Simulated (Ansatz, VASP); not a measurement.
One calculation of Ba, two programs

INCAR

```
SYSTEM = Ba
  PREC = Accurate
  ENCUT = 520
  EDIFF = 1E-7
  ISMEAR = -1
  SIGMA = 0.08
  LREAL = .False.
  LASPH = .True.
  NELM = 100
  ALGO = Normal
  ISIF = 2
  LWAVE = .False.
  LCHARG = .True.
  GGA = PS
  LELF = .True.
  LVHAR = .True.
  NBANDS = 11
```

File KPOINTS:

```
regular mesh
0
Gamma
  12 12 12
  0 0 0
```

File POSCAR:

```
Ba
1.0
    0.0000000000      2.9187295832      2.9187295832
    2.9187295832      0.0000000000      2.9187295832
    2.9187295832      2.9187295832      0.0000000000
Ba
1
Direct
    0.0000000000      0.0000000000      0.0000000000
```

Input for Ansatz:

```yaml
crystal:
  lattice:
    - [0.0, 2.9187295832, 2.9187295832]
    - [2.9187295832, 0.0, 2.9187295832]
    - [2.9187295832, 2.9187295832, 0.0]
  atoms:
    - { symbol: Ba, position: [0.0, 0.0, 0.0] }
kpoints:
  mp_grid: { grid: [12, 12, 12] }
scf:
  occupations: { method: fermi_dirac, width: 0.08 }
hamiltonian:
  xc: pbesol
  pseudopotentials: { kind: paw }
output:
  forces: true
  stress: true
  eigenvalues: true
  populations: true
  write_density: true
  write_potential: true
  elf: true
  volumetric_format: npy
```

Change from the starting cell: volume scaled by 0.85, PAW files.

Alike in both runs: task single point; functional PBEsol; k mesh 12 × 12 × 12; occupations fermi-dirac, width 0.08 eV; no spin polarisation.

|  | VASP | Ansatz |
| --- | --- | --- |
| version | VASP 6.6.1 | Ansatz 0.2.0 |
| potentials or method | VASP PAW PBE potentials, release 64 (Ba_sv) | PAW with Ansatz's default frozen-core files, scalar-relativistic |
| plane-wave cutoff (eV) | 520 | 420 |
| valence electrons in the cell | 10 | 10 |

|  | VASP | Ansatz | Ansatz less VASP |
| --- | --- | --- | --- |
| pressure (GPa) | 1.8 | 1.6 | -0.18 |

VASP's potentials were made for PBE, not for PBEsol. The functional is the same, so the differences come from potentials, cutoffs and numerics.

Neither program's run includes spin-orbit coupling.
